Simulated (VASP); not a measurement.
# Bi2Te3 in VASP: relaxation of the atoms with PBE

Aim: the relaxation of the atoms of Bi2Te3 with PBE.

All numbers are computed with VASP 6.6.1; they aren't measurements. Logs are shortened: lines on timing, memory, paths and dates and some standing lists are left out, and cuts for length are marked.

## (1) The cell of the first run

The cell holds a slab with vacuum, 10 atoms: a = 4.447 Å, b = 4.447 Å, c = 33.270 Å, α = 90.00°, β = 90.00°, γ = 120.00°.

## (2) Relaxation of the atoms, PBE

Contents of INCAR:

```
SYSTEM = Bi2Te3
PREC = Accurate
ENCUT = 520
EDIFF = 1E-6
ISMEAR = 0
SIGMA = 0.05
LREAL = .False.
LASPH = .True.
NELM = 100
ALGO = Normal
ISIF = 2
LWAVE = .False.
LCHARG = .False.
LDIPOL = .True.
IDIPOL = 3
DIPOL = 0.5 0.5 0.500
GGA = PE
IBRION = 2
NSW = 80
EDIFFG = -0.02
KPAR = 4
```

Contents of KPOINTS:

```
regular mesh
0
Gamma
  9 9 1
  0 0 0
```

Contents of POSCAR:

```
Bi2Te3
1.0
    4.4465494044      0.0000000000      0.0000000000
   -2.2232747022      3.8508247434      0.0000000000
    0.0000000000      0.0000000000     33.2696627591
Te Bi
6 4
Direct
    0.0000000000      0.0000000000      0.2254305989
    0.6666666667      0.3333333333      0.3388488144
    0.3333333333      0.6666666667      0.4522670299
    0.6666666667      0.3333333333      0.5477329701
    0.3333333333      0.6666666667      0.6611511856
    0.0000000000      0.0000000000      0.7745694011
    0.3333333333      0.6666666667      0.2770882992
    0.0000000000      0.0000000000      0.4006093295
    0.0000000000      0.0000000000      0.5993906705
    0.6666666667      0.3333333333      0.7229117008
```

Potentials or basis: VASP PAW PBE potentials, release 64 (Te, Bi_d).

Run with:

```bash
cat potpaw_PBE.64/Te/POTCAR potpaw_PBE.64/Bi_d/POTCAR > POTCAR
mpirun -np 4 vasp_std > vasp.out
```

OUTCAR:

```text
SYSTEM = Bi2Te3
   PREC = Accurate
   ENCUT = 520
   EDIFF = 1E-6
   ISMEAR = 0
   LREAL = .False.
   LASPH = .True.
   NELM = 100
   ISIF = 2
   GGA = PE
   IBRION = 2
   NSW = 80
   EDIFFG = -0.02

 ion  position               nearest neighbor table
   1  0.000  0.000  0.225-   7 3.09   7 3.09   7 3.09
   2  0.667  0.333  0.339-   8 3.29   8 3.29   8 3.29   7 3.29   7 3.29   7 3.29
   3  0.333  0.667  0.452-   8 3.09   8 3.09   8 3.09
   4  0.667  0.333  0.548-   9 3.09   9 3.09   9 3.09
   5  0.333  0.667  0.661-   9 3.29   9 3.29   9 3.29  10 3.29  10 3.29  10 3.29
   6  0.000  0.000  0.775-  10 3.09  10 3.09  10 3.09
   7  0.333  0.667  0.277-   1 3.09   1 3.09   1 3.09   2 3.29   2 3.29   2 3.29
   8  0.000  0.000  0.401-   3 3.09   3 3.09   3 3.09   2 3.29   2 3.29   2 3.29
   9  0.000  0.000  0.599-   4 3.09   4 3.09   4 3.09   5 3.29   5 3.29   5 3.29
  10  0.667  0.333  0.723-   6 3.09   6 3.09   6 3.09   5 3.29   5 3.29   5 3.29

  LATTYP: Found a hexagonal cell.
 ALAT       =     4.4465494044
 C/A-ratio  =     7.4821304642

  Lattice vectors:

 A1 = (   4.4465494044,   0.0000000000,   0.0000000000)
 A2 = (  -2.2232747022,   3.8508247434,   0.0000000000)
 A3 = (   0.0000000000,   0.0000000000,  33.2696627591)

Analysis of symmetry for initial positions (statically):
=====================================================================
 Subroutine PRICEL returns:
 Original cell was already a primitive cell.

 Routine SETGRP: Setting up the symmetry group for a
 hexagonal supercell.

 Subroutine GETGRP returns: Found 12 space group operations
 (whereof 12 operations were pure point group operations)
 out of a pool of 24 trial point group operations.

The static configuration has the point symmetry D_3d.

Analysis of symmetry for dynamics (positions and initial velocities):
=====================================================================
 Subroutine PRICEL returns:
 Original cell was already a primitive cell.

 Routine SETGRP: Setting up the symmetry group for a
 hexagonal supercell.

 Subroutine GETGRP returns: Found 12 space group operations
 (whereof 12 operations were pure point group operations)
 out of a pool of 24 trial point group operations.

The dynamic configuration has the point symmetry D_3d.

 Subroutine INISYM returns: Found 12 space group operations
 (whereof 12 operations are pure point group operations),
 and found     1 'primitive' translations

----------------------------------------------------------------------------------------

                                     Primitive cell

  volume of cell :     569.6725

  direct lattice vectors                    reciprocal lattice vectors
     4.446549404  0.000000000  0.000000000     0.224893487  0.129842315  0.000000000
    -2.223274702  3.850824743  0.000000000     0.000000000  0.259684630  0.000000000
     0.000000000  0.000000000 33.269662759     0.000000000  0.000000000  0.030057413

  length of vectors
     4.446549404  4.446549404 33.269662759     0.259684630  0.259684630  0.030057413

  position of ions in fractional coordinates (direct lattice)
     0.000000000  0.000000000  0.225430599
     0.666666667  0.333333333  0.338848814
     0.333333333  0.666666667  0.452267030
     0.666666667  0.333333333  0.547732970
     0.333333333  0.666666667  0.661151186
     0.000000000  0.000000000  0.774569401
     0.333333333  0.666666667  0.277088299
     0.000000000  0.000000000  0.400609329
     0.000000000  0.000000000  0.599390671
     0.666666667  0.333333333  0.722911701

  ion indices of the primitive-cell ions
   primitive index   ion index
                 1           1
                 2           2
                 3           3
                 4           4
                 5           5
                 6           6
                 7           7
                 8           8
                 9           9
                10          10

----------------------------------------------------------------------------------------

 KPOINTS: regular mesh

Automatic generation of k-mesh.
 Grid dimensions read from file:
 generate k-points for:    9    9    1

 Generating k-lattice:

  Cartesian coordinates                     Fractional coordinates (reciprocal lattice)
     0.024988165  0.014426924  0.000000000     0.111111111  0.000000000  0.000000000
     0.000000000  0.028853848  0.000000000     0.000000000  0.111111111  0.000000000
     0.000000000  0.000000000  0.030057413     0.000000000  0.000000000  1.000000000

  Length of vectors
     0.028853848  0.028853848  0.030057413

  Shift w.r.t. Gamma in fractional coordinates (k-lattice)
     0.000000000  0.000000000  0.000000000

 Subroutine IBZKPT returns following result:
 ===========================================

 Found     12 irreducible k-points:

 Following reciprocal coordinates:
            Coordinates               Weight
  0.000000  0.000000  0.000000      1.000000
  0.111111  0.000000  0.000000      6.000000
  0.222222  0.000000  0.000000      6.000000
  0.333333  0.000000  0.000000      6.000000
  0.444444  0.000000  0.000000      6.000000
  0.111111  0.111111  0.000000      6.000000
  0.222222  0.111111  0.000000     12.000000
  0.333333  0.111111  0.000000     12.000000
  0.444444  0.111111  0.000000      6.000000
  0.222222  0.222222  0.000000      6.000000
  0.333333  0.222222  0.000000     12.000000
  0.333333  0.333333  0.000000      2.000000
   k-points           NKPTS =     12   k-points in BZ     NKDIM =     12   number of bands    NBANDS=     57
   number of dos      NEDOS =    301   number of ions     NIONS =     10
   total plane-waves  NPLWV = 324000
   dimension x,y,z NGX =    36 NGY =   36 NGZ =  250
   dimension x,y,z NGXF=    72 NGYF=   72 NGZF=  500
   ions per type =               6   4
   NGX,Y,Z   is equivalent  to a cutoff of  13.46, 13.46, 12.49 a.u.
   NGXF,Y,Z  is equivalent  to a cutoff of  26.92, 26.92, 24.98 a.u.
 SYSTEM =  Bi2Te3
   PREC   = accura    normal or accurate (medium, high low for compatibility)
   ISTART =      0    job   : 0-new  1-cont  2-samecut
   ICHARG =      2    charge: 1-file 2-atom 10-const
   ISPIN  =      1    spin polarized calculation?
   LNONCOLLINEAR =      F non collinear calculations
   LSORBIT =      F    spin-orbit coupling
   LASPH  =      T    aspherical Exc in radial PAW
   ENCUT  =  520.0 eV  38.22 Ry    6.18 a.u.   8.27  8.27 61.86*2*pi/ulx,y,z
   NELM   =    100;   NELMIN=  2; NELMDL= -5     # of ELM steps
   EDIFF  = 0.1E-05   stopping-criterion for ELM
   LREAL  =      F    real-space projection
   EDIFFG = -.2E-01   stopping-criterion for IOM
   NSW    =     80    number of steps for IOM
   IBRION =      2    ionic relax: 0-MD 1-quasi-New 2-CG
   NFREE  =      1    steps in history (QN), initial steepest desc. (CG)
   ISIF   =      2    stress and relaxation
   ISYM   =      2    0-nonsym 1-usesym 2-fastsym
   POTIM  = 0.5000    time-step for ionic-motion
   TEBEG  =    0.0;   TEEND  =   0.0 temperature during run
   PSTRESS=    0.0 pullay stress
   NELECT =      96.0000    total number of electrons
   NUPDOWN=      -1.0000    fix difference up-down
   EMIN   =  10.00;   EMAX   =-10.00  energy-range for DOS
   EFERMI =   0.00;   METHOD = LEGACY
   ISMEAR =     0;   SIGMA  =   0.05  broadening in eV -4-tet -1-fermi 0-gaus
   EFERMI_NEDOS =   21; number of points for ismear=-14 and -15
   IALGO  =     38    algorithm
   IMIX   =      4    mixing-type and parameters
     AMIX     =   0.40;   BMIX     =  1.00
     AMIX_MAG =   1.60;   BMIX_MAG =  1.00
  volume/ion in A,a.u.               =      56.97       384.43
  Fermi-wavevector in a.u.,A,eV,Ry     =   0.904253  1.708791 11.125133  0.817674
  Thomas-Fermi vector in A             =   2.027678
   LORBIT       =      0    0 simple, 1 ext, 2 COOP (PROOUT), +10 PAW based schemes
   GGA     = PE    functional components
   LHFCALC =     F    Hartree Fock is set to
   AEXX    =    0.0000 exact exchange contribution
   IVDW    =     0    specifies the selected vdW correction
   LEPSILON=     F    determine dielectric tensor
   LRPA    =     F    only Hartree local field effects (RPA)
 conjugate gradient relaxation of ions
 non-spin polarized calculation
 Gauss-broadening in eV      SIGMA  =   0.05
  energy-cutoff  :      520.00
  volume of cell :      569.67
 maximum number of plane-waves:     15381
 NGX is ok and might be reduce to    36
   NGX = 17   NGY = 17   NGZ =123

 dipolmoment           0.000000      0.000000     -0.000000 electrons x Angstroem

--------------------------------------- Ionic step        1  -------------------------------------------

 number of electron      96.0000003 magnetization

 Free energy of the ion-electron system (eV)
  ---------------------------------------------------
  ext. energy  EPLUGINS =         0.00000000
  ---------------------------------------------------
  free energy    TOTEN  =       -36.75953652 eV

  energy without entropy =      -36.75953652  energy(sigma->0) =      -36.75953652

------------------------ aborting loop because EDIFF is reached ----------------------------------------

  FORCE on cell =-STRESS in cart. coord.  units (eV):
  Direction    XX          YY          ZZ          XY          YZ          ZX
  --------------------------------------------------------------------------------------
  -------------------------------------------------------------------------------------
  Total       -0.3604710     -0.3604710     -0.1655292     -0.0000000     -0.0000000      0.0000000
  in kB       -1.0138078     -1.0138078     -0.4655432     -0.0000000     -0.0000000      0.0000000
  external PRESSURE =      -0.8310530 kB  Pullay stress =       0.0000000 kB
[... 75 lines left out ...]
--------------------------------------- Ionic step        3  -------------------------------------------

 number of electron      96.0000004 magnetization

 dipolmoment           0.000000      0.000000      0.000000 electrons x Angstroem

 Free energy of the ion-electron system (eV)
  ---------------------------------------------------
  ext. energy  EPLUGINS =         0.00000000
  ---------------------------------------------------
  free energy    TOTEN  =       -36.76000995 eV

  energy without entropy =      -36.76000995  energy(sigma->0) =      -36.76000995

 E-fermi :   1.5288     XC(G=0):  -6.0382

 val. band max:        1.2660839830   @ k =   0.0000   0.0000   0.0000
 cond. band min:       1.9542547976   @ k =   0.0000   0.0000   0.0000
 fundamental gap:      0.6881708146
 Fermi energy:         1.5288121851

 k-point     1 :       0.0000    0.0000    0.0000
  band No.  band energies     occupation
      1     -21.5430      2.00000
      2     -21.5430      2.00000
      3     -21.5430      2.00000
      4     -21.5430      2.00000
      5     -21.5364      2.00000
      6     -21.5364      2.00000
[... 709 lines left out ...]
     56       4.9632      0.00000
     57       5.2995      0.00000

------------------------ aborting loop because EDIFF is reached ----------------------------------------

 vacuum level on the upper side and lower side of the slab       (xc-potential included)        -0.007        -0.007

  FORCE on cell =-STRESS in cart. coord.  units (eV):
  Direction    XX          YY          ZZ          XY          YZ          ZX
  --------------------------------------------------------------------------------------
  -------------------------------------------------------------------------------------
  Total       -0.3165595     -0.3165595     -0.1104221     -0.0000000      0.0000000      0.0000000
  in kB       -0.8903088     -0.8903088     -0.3105571     -0.0000000      0.0000000      0.0000000
  external PRESSURE =      -0.6970582 kB  Pullay stress =       0.0000000 kB
[... 25 lines left out ...]
  FREE ENERGIE OF THE ION-ELECTRON SYSTEM (eV)
  ---------------------------------------------------
  free  energy   TOTEN  =       -36.7600099495 eV

  energy  without entropy=      -36.7600099495  energy(sigma->0) =      -36.76000995

 reached required accuracy - stopping structural energy minimisation

 vacuum level on the upper side and lower side of the slab         6.540         6.540
```

Wall time 5.2 min (4 MPI ranks of Intel Xeon Platinum 8488C (Sapphire Rapids), shared host); peak memory 0.91 GiB.

Results:

```yaml
Free_energy: -36.7600 eV
Energy_gained_by_relaxing: 0.0 meV/atom
Ionic_steps: 3
Largest_force_after_relaxing: 0.009 eV/Å
Band_gap_on_the_k_mesh: 0.69 eV
```

Forces in eV/Å, atoms in the order of the input:
```
Te   0.000  0.000  0.007
Te   0.000  0.000 -0.007
Te   0.000  0.000  0.009
Te   0.000  0.000 -0.009
Te   0.000  0.000  0.007
Te   0.000  0.000 -0.007
Bi   0.000  0.000 -0.003
Bi   0.000  0.000  0.001
Bi   0.000  0.000 -0.001
Bi   0.000  0.000  0.003
```

The path:
```
step  energy change (eV)  largest force (eV/Å)  pressure (GPa)
   1              0.0000                0.0510           -0.08
   2             -0.0004                0.0216           -0.07
   3             -0.0005                0.0088           -0.07
```

Final structure:
```xyz
10
Lattice="4.4465 0.0000 0.0000 -2.2233 3.8508 0.0000 0.0000 0.0000 33.2697" Properties=species:S:1:pos:R:3 pbc="T T T"
Te    0.0000    0.0000    7.5035
Te    2.2233    1.2836   11.2737
Te    0.0000    2.5672   15.0484
Te    2.2233    1.2836   18.2212
Te    0.0000    2.5672   21.9959
Te    0.0000    0.0000   25.7662
Bi    0.0000    2.5672    9.2146
Bi    0.0000    0.0000   13.3270
Bi    0.0000    0.0000   19.9427
Bi    2.2233    1.2836   24.0550
```

Levels at points of the mesh, in eV from the valence-band top:
```csv
k point,band 45,band 46,band 47,band 48,band 49,band 50,band 51,band 52
"(0.00, 0.00, 0.00)",-0.53,-0.47,-0.47,0.00,0.69,0.83,1.31,1.31
```

Caveat: spin-orbit coupling is left out, which moves the levels of the heavy elements.
